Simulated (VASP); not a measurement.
Wanted: the native input for a VASP 6.6.1 run.

| Quantity | Value |
| --- | --- |
| Task | single point |
| Functional | PBE |
| Potentials or basis | VASP PAW PBE potentials, release 64 (Fe, Ge_d) |
| Cutoff | 520 eV |
| k mesh | 6 × 6 × 6 |
| Occupations | gaussian, width 0.1 eV |
| Spin | collinear spin, ferromagnetic start |
| Starting moments | [2.02, 0.0] μB |
| Dipole correction | no |
| Further INCAR settings | ALGO = Normal; EDIFF = 1e-06; NBANDS = 22 |

The structure of FeGe lies in POSCAR:

```
FeGe
1.0
    2.9914895487      0.0000000000      0.0000000000
   -1.4957447743      2.5907059443      0.0000000000
    0.0000000000      0.0000000000      3.4830809894
Fe Ge
1 1
Direct
    0.0000000000      0.0000000000      0.0000000000
    0.3333333333      0.6666666667      0.5000000000
```

One way to write it, as run:

INCAR

```
SYSTEM = FeGe
ALGO     = Normal         ! electronic algorithm
EDIFF    = 1E-6           ! SCF threshold, eV
ENCUT    = 520            ! plane-wave cutoff, eV
GGA      = PE             ! functional
ISIF     = 2              ! what is computed and relaxed
ISMEAR   = 0              ! smearing method
ISPIN    = 2              ! spin polarisation
LASPH    = .True.         ! aspherical terms in the spheres
LCHARG   = .False.        ! write CHGCAR
LMAXMIX  = 4              ! l up to which the mixer works
LORBIT   = 11             ! projections on sites
LREAL    = .False.        ! projectors in reciprocal space
LWAVE    = .False.        ! write WAVECAR
MAGMOM   = 2.02 0         ! initial moments
NBANDS   = 22             ! bands
NELM     = 150            ! most SCF steps
PREC     = Accurate       ! precision mode
SIGMA    = 0.1            ! smearing width, eV
```

KPOINTS

```
k-points
0
Gamma
  6 6 6
  0 0 0
```

Potentials or basis: VASP PAW PBE potentials, release 64 (Fe, Ge_d).

Run with:

```bash
$ cat potpaw_PBE.64/Fe/POTCAR potpaw_PBE.64/Ge_d/POTCAR > POTCAR
$ mpirun -np 1 vasp_std > vasp.out
```

Results of the run:

```json
{"Pressure": "0.0 GPa", "Net moment": "1.62 μB per cell", "Site moments": "Fe +1.73; Ge -0.07 μB", "Valence electrons inside the program's atomic spheres": "Fe 7.26; Ge 12.46"}
```

Caveat: the k points lie up to 0.40 Å⁻¹ apart.

It took 23 s on 1 thread of Intel Xeon 6975P-C, on a shared host, peak memory 0.17 GiB.
